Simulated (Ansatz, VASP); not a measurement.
This is a calculation of TaWC2 for VASP 6.6.1.

INCAR

```
SYSTEM = TaWC2
ALGO = Normal
EDIFF = 1E-6
ENCUT = 520
GGA = CA
ISIF = 2
ISMEAR = -1
LASPH = .TRUE.
LCHARG = .FALSE.
LREAL = .FALSE.
LWAVE = .FALSE.
NBANDS = 24
NELM = 60
PREC = Accurate
SIGMA = 0.05
```

The input KPOINTS:

```
k-points
0
G
  10 10 10
  0 0 0
```

POSCAR

```
TaWC2
1.0
    1.5822650862      0.9135211734      5.1354062173
   -1.5822650862      0.9135211734      5.1354062173
    0.0000000000     -1.8270423469      5.1354062173
W Ta C
1 1 2
Direct
    0.0000000000      0.0000000000      0.0000000000
    0.5000000000      0.5000000000      0.5000000000
    0.2509330000      0.2509330000      0.2509330000
    0.7490670000      0.7490670000      0.7490670000
```

Potentials or basis: VASP PAW LDA potentials, release 64 (W_sv, Ta_pv, C).

Launch:

```bash
$ cat potpaw_LDA.64/W_sv/POTCAR potpaw_LDA.64/Ta_pv/POTCAR potpaw_LDA.64/C/POTCAR > POTCAR
$ mpirun -np 1 vasp_std > vasp.out
```

Task: Translate it to Ansatz 0.2.0. Potentials there: Ansatz PAW.

Result: As run (the cutoff follows the program's own potentials):

input.yaml

```yaml
crystal:
  lattice:
    - [1.5822650862, 0.9135211734, 5.1354062173]
    - [-1.5822650862, 0.9135211734, 5.1354062173]
    - [0.0, -1.8270423469, 5.1354062173]
  atoms:
    - { symbol: W, position: [0.0, 0.0, 0.0] }
    - { symbol: Ta, position: [0.5, 0.5, 0.5] }
    - { symbol: C, position: [0.250933, 0.250933, 0.250933] }
    - { symbol: C, position: [0.749067, 0.749067, 0.749067] }
hamiltonian:
  xc: lda
  pseudopotentials: { kind: paw }
kpoints:
  mp_grid: { grid: [10, 10, 10] }
scf:
  occupations: { method: fermi_dirac, width: 0.05 }
output:
  forces: true
  stress: true
  eigenvalues: true
```

Potentials or basis: Ansatz PAW.

The run is started by

```sh
$ ansatz run input.yaml --threads 2 --pin off --max-ram 5632MiB --backend cpu --events-out ev --progress --plain --runs-dir out
```

Both were run:

|  | VASP | Ansatz | Ansatz less VASP |
| --- | --- | --- | --- |
| gap on the k mesh at the Fermi level (eV) | none | none | - |
| pressure (GPa) | -20.9 | -22.5 | -1.64 |
| traceless stress, the component that is largest in VASP (GPa) | 0.06 | 0.04 | -0.012 |
| rms of the force components (eV/Å) | 0.032 | 0.032 | -0.0005 |

LDA's correlation is that of Perdew and Zunger in VASP and of Perdew and Wang (1992) in Ansatz. Atom by atom the forces differ by 0.001 eV/Å (rms over components). A gap of «none» marks a metal or a gap that the smearing closes. VASP's potentials hold 33 valence electrons a cell and Ansatz's 35, so a difference there can come from the potentials and not from the codes.

Spin-orbit coupling is off throughout.
